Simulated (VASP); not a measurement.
Wanted: the native input for a VASP 6.6.1 run.

```yaml
Task: single point
Functional: LDA
Potentials_or_basis: VASP PAW LDA potentials, release 64 (C)
Cutoff: 520 eV
k_mesh: 10 × 10 × 3
Occupations: gaussian, width 0.05 eV
Spin: no spin polarisation
Dipole_correction: no
Further_INCAR_settings: ALGO = Normal; EDIFF = 1e-06; NBANDS = 31
```

The structure of C lies in POSCAR:

```
C
1.0
   -2.4912907516      0.0000000000      0.0000000000
   -1.2456453758     -2.1575210791      0.0000000000
   -2.1800039722     -1.2586258802     10.2538776052
C
10
Direct
   -0.7765199388     -0.7765199388      0.8741556576
    0.3103499588      0.3103499588      0.7252443424
   -0.0066132467     -0.0066132467      0.1257869493
    0.4571432667      0.4571432667      0.4736130507
   -0.0935407371     -0.0935407371      0.2747969895
    0.5440707571      0.5440707571      0.3246030105
   -0.4724354860     -0.4724354860      0.9242937306
    0.0062655060      0.0062655060      0.6751062694
    0.3559592073      0.3559592073      0.0756656066
    0.0945708127      0.0945708127      0.5237343934
```

One way to write it, as run:

INCAR

```
PREC = Accurate
ENCUT = 520
EDIFF = 1E-6
ISMEAR = 0
SIGMA = 0.05
LREAL = F
LASPH = T
NELM = 100
ALGO = Normal
ISIF = 2
LWAVE = F
LCHARG = T
LELF = T
LVHAR = T
NBANDS = 31
```

KPOINTS

```
regular mesh
0
Gamma
  10 10 3
```

Potentials or basis: VASP PAW LDA potentials, release 64 (C).

Command:

```sh
$ cat potpaw_LDA.64/C/POTCAR > POTCAR
$ mpirun -np 1 vasp_std > vasp.out
```

Results of the run:

```
Pressure               : 1.5 GPa
Largest force          : 2.546 eV/Å
Band gap on the k mesh : 3.99 eV, indirect (least direct gap 5.05 eV)
```

Caveat: forces of over 1 eV/Å act on the atoms, so gaps and moduli don't describe the material at rest.

Run time: 110 s on 1 thread of Intel Xeon 6975P-C (shared host), peak memory 0.21 GiB.
